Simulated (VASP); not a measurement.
Runs of VASP 6.6.1 on CdS. The structure is that of space group P-6m2 (No. 187), or close to it. The cells are those of the table. 

| cell | gap on the mesh (eV) | pressure (GPa) | largest force (eV/Å) |
| --- | --- | --- | --- |
| a = 4.219, b = 4.283, c = 5.804 Å, angles 90.0, 90.0, 119.5°, 2 atoms | (b) | -2.2 | 0.14 |
| a = 4.325, b = 4.230, c = 5.804 Å, angles 90.0, 90.0, 120.7°, 2 atoms | (a) | -2.2 | 0.23 |
| a = 4.176, b = 4.304, c = 5.804 Å, angles 90.0, 90.0, 119.0°, 2 atoms | 1.22 | -2.2 | 0.27 |
| a = 4.282, b = 4.251, c = 5.804 Å, angles 90.0, 90.0, 120.2°, 2 atoms | 1.27 | -2.3 | 0.08 |

Alike in all rows: task single point; level LDA; potentials or basis VASP PAW LDA potentials, release 64 (Cd, S); no spin polarisation; k mesh 9 × 9 × 6; cutoff (eV) 520; smearing gaussian 0.05 eV.

Fill in the values left out.

(a) 1.25; (b) 1.26.

A k mesh can miss the band edges, and the runs leave out spin-orbit coupling on Cd.
